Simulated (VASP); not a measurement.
A run of VASP 6.6.1 is set up as follows.

The input INCAR:

```
SYSTEM = Ca
PREC     = Accurate       ! precision mode
ENCUT    = 520            ! plane-wave cutoff, eV
EDIFF    = 1E-6           ! SCF threshold, eV
ISMEAR   = -1             ! smearing method
SIGMA    = 0.05           ! smearing width, eV
LREAL    = .False.        ! projectors in reciprocal space
LASPH    = .True.         ! aspherical terms in the spheres
NELM     = 100            ! most SCF steps
ALGO     = Normal         ! electronic algorithm
ISIF     = 2              ! what is computed and relaxed
LWAVE    = .False.        ! write WAVECAR
LCHARG   = .True.         ! write CHGCAR
GGA      = PE             ! functional
LELF     = .True.         ! ELF
LVHAR    = .True.       
NBANDS   = 11             ! bands
```

File KPOINTS:

```
Automatic mesh
0
Gamma
  8 8 8
  0 0 0
```

POSCAR

```
Ca
1.0
    3.5348616740      0.0000000000      0.0000000000
    0.0000000000      3.5348616740      0.0000000000
    0.0000000000      0.0000000000      3.5348616740
Ca
1
Direct
    0.0000000000      0.0000000000      0.0000000000
```

Potentials or basis: VASP PAW PBE potentials, release 64 (Ca_sv).

Command:

```bash
$ cat potpaw_PBE.64/Ca_sv/POTCAR > POTCAR
$ mpirun -np 1 vasp_std > vasp.out
```

(1) What does it give for the pressure?

(2) Predict the band gap on the k mesh.

## Answers

(1) 0.0 GPa.

(2) zero (band 5 reaches 2.39 eV, above the bottom of band 6 at 1.18 eV).
